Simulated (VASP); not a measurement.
A run of VASP 6.6.1 is set up as follows.

INCAR

```
SYSTEM = Ga
  ALGO = Fast
  EDIFF = 1E-7
  ENCUT = 520
  GGA = PS
  ISIF = 2
  ISMEAR = 0
  LASPH = .TRUE.
  LCHARG = .FALSE.
  LREAL = .FALSE.
  LWAVE = .FALSE.
  NBANDS = 34
  NELM = 100
  PREC = Accurate
  SIGMA = 0.15
```

File KPOINTS:

```
k-points
0
G
  10 10 10
  0 0 0
```

The input POSCAR:

```
Ga
1.0
    2.2350478178     -3.7986615528     -0.1117523909
    2.2350478178      3.7986615528     -0.1117523909
   -0.2244888060      0.0000000000      5.1632425381
Ga
4
Direct
    0.1559156097      0.8440843903      0.0832479706
    0.6559156097      0.3440843903      0.4167520294
    0.8440843903      0.1559156097      0.9167520294
    0.3440843903      0.6559156097      0.5832479706
```

Potentials or basis: VASP PAW PBE potentials, release 64 (Ga_d).

Run with:

```sh
$ cat potpaw_PBE.64/Ga_d/POTCAR > POTCAR
$ mpirun -np 1 vasp_std > vasp.out
```

Estimate the largest force.

0.310 eV/Å.

Estimate the pressure.

-4.8 GPa.

Predict the band gap on the k mesh.

zero (bands 26 and 27 overlap by 1.45 eV).

Stress tensor (GPa, compression positive):
```
-5.62  0.00  0.86
 0.00 -1.83  0.00
 0.86  0.00 -6.95
```

Caveat: the cell differs from its parent crystal (engineering shear strain xz -0.1000, normal strain along z +0.1500); the cell stands under tension; the PAW data sets were made with another functional, which shifts forces and pressure a little.
